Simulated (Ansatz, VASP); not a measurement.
# Ti4B in VASP and in Ansatz

```
Ti B
1.0
     4.39188    0.00000    0.00000
     0.00000    4.39188    0.00000
     0.00000    0.00000    4.39188
Ti B
4 1
Direct
  0.26990 0.26990 0.26990
  0.73010 0.73010 0.26990
  0.26990 0.73010 0.73010
  0.73010 0.26990 0.73010
  0.00000 0.00000 0.00000
```

Change from the starting cell: species swapped into the SnI4 type (P-43m, No. 215).

Alike in both runs: functional PBE; k mesh 8 × 8 × 8; occupations gaussian, width 0.1 eV; no spin polarisation.

Ansatz relaxed the structure, and its values are those at the end. VASP's run is a single point on that final structure, the one shown.

|  | VASP | Ansatz |
| --- | --- | --- |
| version | VASP 6.6.1 | Ansatz 0.2.0 |
| potentials or method | VASP PAW PBE potentials, release 64 (Ti_sv, B), cutoff 520 eV | scalar-relativistic, plane waves, PAW |
| valence electrons in the cell | 51 | 51 |

```tsv
	VASP	Ansatz	Ansatz less VASP
gap on the k mesh at the Fermi level (eV)	none	none	-
pressure (GPa)	-0.1	0.0	+0.13
rms of the force components (eV/Å)	0.016	0.004	-0.0124
```

A gap of «none» marks a metal or a gap that the smearing closes. With one functional, cell and mesh, what is left measures potentials, basis and numerics.
